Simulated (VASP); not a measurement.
# PbS (Galena) (Fm-3m) in VASP: settings compared, part 3 of 3

VASP 6.6.1.

**6. Relaxation of cell and atoms, PBEsol**

Input file INCAR:

```
ALGO = Normal
EDIFF = 1E-6
EDIFFG = -0.02
ENCUT = 600
GGA = PS
IBRION = 2
ISIF = 3
ISMEAR = -1
LASPH = True
LCHARG = False
LREAL = False
LWAVE = False
NELM = 60
NSW = 80
PREC = Accurate
SIGMA = 0.05
```

Input file KPOINTS:

```
k-points
0
Gamma
  8 8 8
```

Input file POSCAR:

```
PbS
1.0
    0.0000000000      2.9657500000      2.9657500000
    2.9657500000      0.0000000000      2.9657500000
    2.9657500000      2.9657500000      0.0000000000
Pb S
1 1
Direct
    0.0000000000      0.0000000000      0.0000000000
    0.5000000000      0.5000000000      0.5000000000
```

Potentials or basis: VASP PAW PBE potentials, release 64 (Pb_d, S).

Run with:

```sh
$ cat potpaw_PBE.64/Pb_d/POTCAR potpaw_PBE.64/S/POTCAR > POTCAR
$ mpirun -np 1 vasp_std > vasp.out
```

OUTCAR:

```text
EDIFF = 1E-6
   EDIFFG = -0.02
   ENCUT = 600
   GGA = PS
   IBRION = 2
   ISIF = 3
   ISMEAR = -1
   LASPH = True
   LREAL = False
   NELM = 60
   NSW = 80
   PREC = Accurate

 ion  position               nearest neighbor table
   1  0.000  0.000  0.000-   2 2.97   2 2.97   2 2.97   2 2.97   2 2.97   2 2.97
   2  0.500  0.500  0.500-   1 2.97   1 2.97   1 2.97   1 2.97   1 2.97   1 2.97

  LATTYP: Found a face centered cubic cell.
 ALAT       =     5.9315000000

  Lattice vectors:

 A1 = (   0.0000000000,   2.9657500000,   2.9657500000)
 A2 = (   2.9657500000,   0.0000000000,   2.9657500000)
 A3 = (   2.9657500000,   2.9657500000,   0.0000000000)

Analysis of symmetry for initial positions (statically):
=====================================================================
 Subroutine PRICEL returns:
 Original cell was already a primitive cell.

 Routine SETGRP: Setting up the symmetry group for a
 face centered cubic supercell.

 Subroutine GETGRP returns: Found 48 space group operations
[... 9 lines left out ...]

 Routine SETGRP: Setting up the symmetry group for a
 face centered cubic supercell.

 Subroutine GETGRP returns: Found 48 space group operations
[... 11 lines left out ...]
                                     Primitive cell

  volume of cell :      52.1715

  direct lattice vectors                    reciprocal lattice vectors
     0.000000000  2.965750000  2.965750000    -0.168591419  0.168591419  0.168591419
     2.965750000  0.000000000  2.965750000     0.168591419 -0.168591419  0.168591419
     2.965750000  2.965750000  0.000000000     0.168591419  0.168591419 -0.168591419

  length of vectors
     4.194203873  4.194203873  4.194203873     0.292008903  0.292008903  0.292008903

  position of ions in fractional coordinates (direct lattice)
     0.000000000  0.000000000  0.000000000
     0.500000000  0.500000000  0.500000000

  ion indices of the primitive-cell ions
   primitive index   ion index
                 1           1
                 2           2
[... 112 lines left out ...]

 number of electron      20.0000002 magnetization

 Free energy of the ion-electron system (eV)
  ---------------------------------------------------
  ext. energy  EPLUGINS =         0.00000000
  ---------------------------------------------------
  free energy    TOTEN  =        -9.45605960 eV

  energy without entropy =       -9.45565341  energy(sigma->0) =       -9.45585650

------------------------ aborting loop because EDIFF is reached ----------------------------------------

  FORCE on cell =-STRESS in cart. coord.  units (eV):
  Direction    XX          YY          ZZ          XY          YZ          ZX
  --------------------------------------------------------------------------------------
  -------------------------------------------------------------------------------------
  Total       -0.2800914     -0.2800914     -0.2800914      0.0000000     -0.0000000      0.0000000
  in kB       -8.6015491     -8.6015491     -8.6015491      0.0000000     -0.0000000      0.0000000
  external PRESSURE =      -8.6015491 kB  Pullay stress =       0.0000000 kB
[... 59 lines left out ...]
--------------------------------------- Ionic step        3  -------------------------------------------

 number of electron      20.0000002 magnetization

 Free energy of the ion-electron system (eV)
  ---------------------------------------------------
  ext. energy  EPLUGINS =         0.00000000
  ---------------------------------------------------
  free energy    TOTEN  =        -9.45809440 eV

  energy without entropy =       -9.45752347  energy(sigma->0) =       -9.45780894

 E-fermi :   5.9972     XC(G=0):  -9.9560

 val. band max:        5.8972207571   @ k =   0.5000   0.0000   0.0000
 cond. band min:       6.0972380462   @ k =   0.5000   0.0000   0.0000
 fundamental gap:      0.2000172891
 Fermi energy:         5.9972314107

 k-point     1 :       0.0000    0.0000    0.0000
  band No.  band energies     occupation
      1     -10.8871      2.00000
      2     -10.8871      2.00000
      3     -10.8871      2.00000
      4     -10.8744      2.00000
      5     -10.8744      2.00000
      6      -7.8568      2.00000
      7      -0.1507      2.00000
      8       3.6366      2.00000
      9       3.6366      2.00000
     10       3.6366      2.00000
     11      11.0838      0.00000
     12      11.0838      0.00000
     13      11.0838      0.00000
     14      12.4880      0.00000
[... 377 lines left out ...]
      1     -10.9514      2.00000
      2     -10.8922      2.00000
      3     -10.8711      2.00000
      4     -10.8561      2.00000
      5     -10.8332      2.00000
      6      -6.3075      2.00000
      7      -2.7264      2.00000
      8       2.3139      2.00000
      9       2.7566      2.00000
     10       4.8627      2.00000
     11       7.3283      0.00000
     12       9.2328      0.00000
     13       9.8818      0.00000
     14      13.7805      0.00000

 [... further k-points ...]

------------------------ aborting loop because EDIFF is reached ----------------------------------------

  FORCE on cell =-STRESS in cart. coord.  units (eV):
  Direction    XX          YY          ZZ          XY          YZ          ZX
  --------------------------------------------------------------------------------------
  -------------------------------------------------------------------------------------
  Total        0.0030342      0.0030342      0.0030342      0.0000000      0.0000000     -0.0000000
  in kB        0.0945487      0.0945487      0.0945487      0.0000000      0.0000000     -0.0000000
  external PRESSURE =       0.0945487 kB  Pullay stress =       0.0000000 kB
[... 17 lines left out ...]
  FREE ENERGIE OF THE ION-ELECTRON SYSTEM (eV)
  ---------------------------------------------------
  free  energy   TOTEN  =        -9.4580943962 eV

  energy  without entropy=       -9.4575234747  energy(sigma->0) =       -9.45780894

 reached required accuracy - stopping structural energy minimisation
```

CONTCAR:

```text
PbS
   1.00000000000000
     0.0000000000000000    2.9513652684603118    2.9513652684603118
     2.9513652684603118    0.0000000000000000    2.9513652684603118
     2.9513652684603118    2.9513652684603118    0.0000000000000000
  Pb              S
     1     1
Direct
     0.0000000000000000    0.0000000000000000    0.0000000000000000
     0.5000000000000000    0.5000000000000000    0.5000000000000000

  0.00000000E+00  0.00000000E+00  0.00000000E+00
  0.00000000E+00  0.00000000E+00  0.00000000E+00
```

It took 42 s on 1 thread of Intel Xeon 6975P-C (Granite Rapids), shared host; peak memory 0.21 GiB.

What came out:

* Free energy: -9.4581 eV
* Relaxed volume: 25.71 Å³/atom
* Relaxed cell: a = 4.174 Å, b = 4.174 Å, c = 4.174 Å, α = 60.00°, β = 60.00°, γ = 60.00°
* Space group after relaxing (to 0.05 Å): Fm-3m (No. 225)
* Energy gained by relaxing: 1.0 meV/atom
* Ionic steps: 3
* Pressure after relaxing: 0.0 GPa
* Band gap on the k mesh: 0.20 eV, direct

Step by step:
| step | energy change (eV) | largest force (eV/Å) | pressure (GPa) | volume (Å³) |
| --- | --- | --- | --- | --- |
| 1 | 0.0000 | 0.0000 | -0.86 | 52.17 |
| 2 | -0.0017 | 0.0000 | 0.34 | 51.12 |
| 3 | -0.0020 | 0.0000 | 0.01 | 51.42 |

Final structure:
```
Pb S
1.0
     0.00000    2.95137    2.95137
     2.95137    0.00000    2.95137
     2.95137    2.95137    0.00000
Pb S
1 1
Direct
  0.00000 0.00000 0.00000
  0.50000 0.50000 0.50000
```

Caveat: the PAW data sets were made with another functional, which shifts forces and pressure a little; spin-orbit coupling is left out, which moves the levels of the heavy elements. A k mesh can miss the band edges.

**7. Overview**

| level | gap on the mesh (eV) | pressure (GPa) | relaxed volume (Å³/atom) |
| --- | --- | --- | --- |
| RPBE+D3(BJ) | 0.43 | -0.1 | 21.74 |
| revPBE+D3(BJ) | 0.40 | 0.0 | 25.88 |
| BLYP | 0.77 | 0.0 | 28.91 |
| revPBE | 0.65 | 0.0 | 27.81 |
| PBEsol | 0.20 | 0.0 | 25.71 |

Alike in all rows: task relaxation of cell and atoms; potentials or basis VASP PAW PBE potentials, release 64 (Pb_d, S); no spin polarisation; cell relaxed; k mesh 8 × 8 × 8; cutoff (eV) 600; smearing fermi-dirac 0.05 eV.

Caveats: the PAW data sets were made with another functional, which shifts forces and pressure a little; spin-orbit coupling is left out, which moves the levels of the heavy elements; the volume moved by over 15 % at a fixed basis, so the end points are rough (some runs); the volume moved by -17 % from the deposited cell, more than functionals usually miss (some runs); the volume moved by +11 % from the deposited cell, more than functionals usually miss (some runs).

Total energies depend on the potentials used, so only differences within one code and one set of settings carry meaning.
